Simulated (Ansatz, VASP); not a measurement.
Two plane-wave programs on PbI3

```xyz
4
Lattice="6.9000 0.0000 0.0000 -3.4500 5.9756 0.0000 0.0000 0.0000 4.2007" Properties=species:S:1:pos:R:3 pbc="T T T"
Pb    0.0000    0.0000    0.0000
I     3.4500    0.0000    0.0000
I    -1.7250    2.9878    0.0000
I     1.7250    2.9878    0.0000
```

Alike in both runs: functional PBE; k mesh 12 × 12 × 12; occupations gaussian, width 0.1 eV; no spin polarisation.

Ansatz relaxed the structure, and its values are those at the end. VASP's run is a single point on that final structure, the one shown.

|  | VASP | Ansatz |
| --- | --- | --- |
| version | VASP 6.6.1 | Ansatz 0.2.0 |
| potentials or method | VASP PAW PBE potentials, release 64 (Pb_d, I), cutoff 520 eV | scalar-relativistic, plane waves, PAW |
| valence electrons in the cell | 35 | 65 |

Ansatz gave:

```
gap on the k mesh at the Fermi level (eV) : none
pressure (GPa)                            : 0.0
```

What did VASP give for the same quantities?

gap on the k mesh at the Fermi level (eV): none; pressure (GPa): -0.1.

A gap of «none» marks a metal or a gap that the smearing closes. VASP's potentials hold 35 valence electrons a cell and Ansatz's 65, so a difference there can come from the potentials and not from the codes.

Neither program's run includes spin-orbit coupling.
